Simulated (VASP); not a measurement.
A run of VASP 6.6.1 is set up as follows.

File INCAR:

```
  ALGO = Normal
  EDIFF = 1E-6
  ENCUT = 520
  GGA = PS
  ISIF = 2
  ISMEAR = 1
  LASPH = True
  LCHARG = False
  LREAL = False
  LWAVE = False
  NBANDS = 13
  NELM = 100
  PREC = Accurate
  SIGMA = 0.15
```

The input KPOINTS:

```
k-points
0
Gamma
  12 12 11
```

Contents of POSCAR:

```
Mo
1.0
    2.7355100000      0.0000000000      0.0000000000
   -1.3677550000      2.3690210000      0.0000000000
    0.0000000000      0.0000000000      2.5551810000
Mo
1
Direct
    0.0000000000      0.0000000000      0.5000000000
```

Potentials or basis: VASP PAW PBE potentials, release 64 (Mo_sv).

Launch:

```bash
$ cat potpaw_PBE.64/Mo_sv/POTCAR > POTCAR
$ mpirun -np 1 vasp_std > vasp.out
```

(1) Predict the pressure.

(2) Estimate the band gap on the k mesh.

Answers

(1) -4.2 GPa.

(2) zero (band 7 reaches 12.41 eV, above the bottom of band 8 at 10.54 eV).

Caveat: the PAW data sets were made with another functional, which shifts forces and pressure a little.
